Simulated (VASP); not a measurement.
Set up this calculation in VASP 6.6.1, as the native input.

- Task: single point
- Functional: LDA
- Potentials or basis: VASP PAW LDA potentials, release 64 (Sn_d, Se)
- Cutoff: 520 eV
- k mesh: 8 × 8 × 8
- Occupations: gaussian, width 0.05 eV
- Spin: no spin polarisation
- Dipole correction: no
- Further INCAR settings: ALGO = Normal; EDIFF = 1e-06; NBANDS = 17

The structure of SnSe lies in POSCAR:

```
SnSe
1.0
    0.0000000000      3.0100000000      3.0100000000
    3.0100000000      0.0000000000      3.0100000000
    3.0100000000      3.0100000000      0.0000000000
Sn Se
1 1
Direct
    0.0000000000      0.0000000000      0.0000000000
    0.4626245847      0.4626245847      0.5373754153
```

This cell differs from its parent crystal: all Se atoms moved +0.225 Å, as atom 2 towards its neighbour atom 1 (Sn) at 3.010 Å.

One way to write it, as run:

INCAR

```
PREC = Accurate
ENCUT = 520
EDIFF = 1E-6
ISMEAR = 0
SIGMA = 0.05
LREAL = F
LASPH = T
NELM = 100
ALGO = Normal
ISIF = 2
LWAVE = F
LCHARG = T
LELF = T
LVHAR = T
NBANDS = 17
```

KPOINTS

```
regular mesh
0
Gamma
  8 8 8
```

Potentials or basis: VASP PAW LDA potentials, release 64 (Sn_d, Se).

Run with:

```console
$ cat potpaw_LDA.64/Sn_d/POTCAR potpaw_LDA.64/Se/POTCAR > POTCAR
$ mpirun -np 1 vasp_std > vasp.out
```

It gave:

```yaml
Pressure: -2.5 GPa
Largest_force: 0.110 eV/Å
Band_gap_on_the_k_mesh: 0.83 eV, indirect (least direct gap 0.85 eV)
```

Caveat: the cell differs from its parent crystal (all Se atoms moved +0.225 Å, as atom 2 towards its neighbour atom 1 (Sn) at 3.010 Å); spin-orbit coupling is left out, which moves the levels of the heavy elements.

Wall time 48 s on 1 thread of Intel Xeon 8259CL (shared host), peak memory 0.19 GiB.
